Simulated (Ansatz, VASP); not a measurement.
**Two plane-wave programs on C**

Contents of INCAR:

```
  PREC = Accurate
  ENCUT = 520
  EDIFF = 1E-7
  ISMEAR = 0
  SIGMA = 0.05
  LREAL = False
  LASPH = True
  NELM = 100
  ALGO = Normal
  ISIF = 2
  LWAVE = False
  LCHARG = True
  GGA = PE
  LELF = True
  LVHAR = True
  NBANDS = 11
```

KPOINTS

```
regular mesh
0
Gamma
  12 12 12
```

Contents of POSCAR:

```
C
1.0
    0.0000000000      1.8573902337      1.7699071537
    1.8573902337      0.0000000000      1.7699071537
    1.8573902337      1.8573902337      0.0000000000
C
2
Direct
    0.5000000000      0.5000000000      0.5000000000
    0.7500000000      0.7500000000      0.7500000000
```

Input for Ansatz:

```yaml
crystal:
  lattice:
    - [0.0, 1.8573902337, 1.7699071537]
    - [1.8573902337, 0.0, 1.7699071537]
    - [1.8573902337, 1.8573902337, 0.0]
  atoms:
    - { symbol: C, position: [0.5, 0.5, 0.5] }
    - { symbol: C, position: [0.75, 0.75, 0.75] }
basis:
  ecutwfc: 520.0
kpoints:
  mp_grid: { grid: [12, 12, 12] }
hamiltonian:
  xc: pbe
  pseudopotentials: { kind: paw, azcp: { folder: soft_1 } }
scf:
  occupations: { method: gaussian, width: 0.05 }
output:
  forces: true
  stress: true
  eigenvalues: true
  write_density: true
  write_potential: true
  elf: true
  volumetric_format: npy
```

Alike in both runs: task single point; functional PBE; k mesh 12 × 12 × 12; occupations gaussian, width 0.05 eV; no spin polarisation.

|  | VASP | Ansatz |
| --- | --- | --- |
| version | VASP 6.6.1 | Ansatz 0.2.0 |
| potentials or method | VASP PAW PBE potentials, release 64 (C), cutoff 520 eV | scalar-relativistic, plane waves, PAW |
| valence electrons in the cell | 8 | 8 |

Ansatz gave:

| Property | Result |
| --- | --- |
| gap on the k mesh at the Fermi level (eV) | 2.86 |
| least direct gap on the mesh (eV) | 4.59 |
| pressure (GPa) | -26.4 |
| traceless stress, the component that is largest in VASP (GPa) | 26.21 |

Problem. Which values does VASP return?

Solution. gap on the k mesh at the Fermi level (eV): 2.85; least direct gap on the mesh (eV): 4.59; pressure (GPa): -26.0; traceless stress, the component that is largest in VASP (GPa): 26.22.
